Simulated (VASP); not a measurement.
Input of a VASP 6.6.1 run:

INCAR

```
SYSTEM = EuO
PREC = Accurate
ENCUT = 600
EDIFF = 1E-7
ISMEAR = 0
SIGMA = 0.1
LREAL = .FALSE.
LASPH = .TRUE.
NELM = 200
ALGO = Normal
ISIF = 3
LWAVE = .FALSE.
LCHARG = .FALSE.
ISPIN = 2
MAGMOM = 7.4 0
LORBIT = 11
LMAXMIX = 6
LDAU = .TRUE.
LDAUTYPE = 2
LDAUL = 3 -1
LDAUU = 4 0
LDAUJ = 0 0
LDAUPRINT = 1
GGA = PE
IBRION = 2
NSW = 100
EDIFFG = -0.002
GGA_COMPAT = .FALSE.
NELMIN = 4
```

KPOINTS

```
regular mesh
0
G
  14 14 14
  0 0 0
```

File POSCAR:

```
EuO
1.0
    0.0000000000      2.5719500000      2.5719500000
    2.5719500000      0.0000000000      2.5719500000
    2.5719500000      2.5719500000      0.0000000000
Eu O
1 1
Direct
    0.0000000000      0.0000000000      0.0000000000
    0.5000000000      0.5000000000      0.5000000000
```

Potentials or basis: VASP PAW PBE potentials, release 64 (Eu, O).

Command:

```bash
$ cat potpaw_PBE.64/Eu/POTCAR potpaw_PBE.64/O/POTCAR > POTCAR
$ mpirun -np 1 vasp_std > vasp.out
```

Predict the site moments.

Eu +6.69; O -0.10 μB.

Estimate the band gap on the k mesh.

zero (filled and empty bands overlap).

Final structure:
```cif
data_structure
_symmetry_space_group_name_H-M 'P 1'
_symmetry_Int_Tables_number 1
_cell_length_a 3.6296
_cell_length_b 3.6296
_cell_length_c 3.6296
_cell_angle_alpha 60.000
_cell_angle_beta 60.000
_cell_angle_gamma 60.000
_cell_volume 33.81
loop_
_atom_site_label
_atom_site_type_symbol
_atom_site_fract_x
_atom_site_fract_y
_atom_site_fract_z
_atom_site_occupancy
Eu1 Eu 0.00000 0.00000 0.00000 1
O1 O 0.50000 0.50000 0.50000 1
```

Caveat: spin-orbit coupling is left out, which moves the levels of the heavy elements; a cell with one magnetic atom can't hold antiferromagnetic order, which such compounds often take. The state reached can hang on the start; a lower one may exist.
